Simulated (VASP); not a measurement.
## Hf2SnS2: single point with PBE

Hf2SnS2:

```
Hf Sn S
1.0
     4.52337    0.00000    0.00000
     0.00000    4.52337    0.00000
     0.00000    0.00000    6.13582
Hf Sn S
2 1 2
Cartesian
  0.0000 2.2617 3.0679
  2.2617 0.0000 3.0679
  0.0000 0.0000 0.0000
  2.2617 2.2617 1.4726
  2.2617 2.2617 4.6632
```

```json
{
 "Program": "VASP 6.6.1",
 "Task": "single point",
 "Functional": "PBE",
 "Potentials or basis": "VASP PAW PBE potentials, release 64 (Hf_pv, Sn_d, S)",
 "Cutoff": "520 eV",
 "k mesh": "4 × 4 × 4",
 "Occupations": "gaussian, width 0.1 eV",
 "Spin": "no spin polarisation"
}
```

```
Pressure               : -9.7 GPa
Largest force          : 1.124 eV/Å
Band gap on the k mesh : zero (band 23 reaches 5.58 eV, above the bottom of band 24 at 4.90 eV)
```

Forces in eV/Å, atoms in the order of the input:
```
Hf   0.000  0.000  0.000
Hf   0.000  0.000  0.000
Sn   0.000  0.000  0.000
S    0.000  0.000  1.124
S    0.000  0.000 -1.124
```

Stress tensor (GPa, compression positive):
```
-12.43   0.00   0.00
  0.00 -12.43   0.00
  0.00   0.00  -4.37
```

Levels at points of the mesh, in eV from the Fermi level:
```csv
k point,band 19,band 20,band 21,band 22,band 23,band 24,band 25,band 26,band 27,band 28
"(0.00, 0.00, 0.00)",-3.83,-2.40,-1.39,-0.91,-0.10,0.21,0.80,1.92,1.92,1.97
"(0.50, 0.00, 0.00)",-3.79,-1.29,-1.17,-0.85,-0.27,0.37,0.89,1.21,1.51,1.52
"(0.50, 0.50, 0.00)",-3.24,-2.41,-1.34,-1.34,-1.23,0.65,0.65,1.07,2.25,2.81
"(0.00, 0.00, 0.50)",-3.17,-3.17,-2.88,-1.38,0.19,0.72,1.20,1.20,2.20,2.20
"(0.50, 0.00, 0.50)",-3.43,-2.57,-1.46,-0.18,-0.16,0.17,0.24,0.48,1.20,1.64
"(0.50, 0.50, 0.50)",-3.74,-2.74,-1.69,-0.36,-0.36,-0.06,1.29,1.29,1.41,1.41
```

Run time: 2.1 min on 1 thread of Intel(R) Xeon(R) Platinum 8259CL CPU @ 2.50GHz (Skylake/Cascade Lake), on a shared host, peak memory 0.27 GiB.

Caveat: spin-orbit coupling is left out, which moves the levels of the heavy elements; forces of over 1 eV/Å act on the atoms, so gaps and moduli don't describe the material at rest.
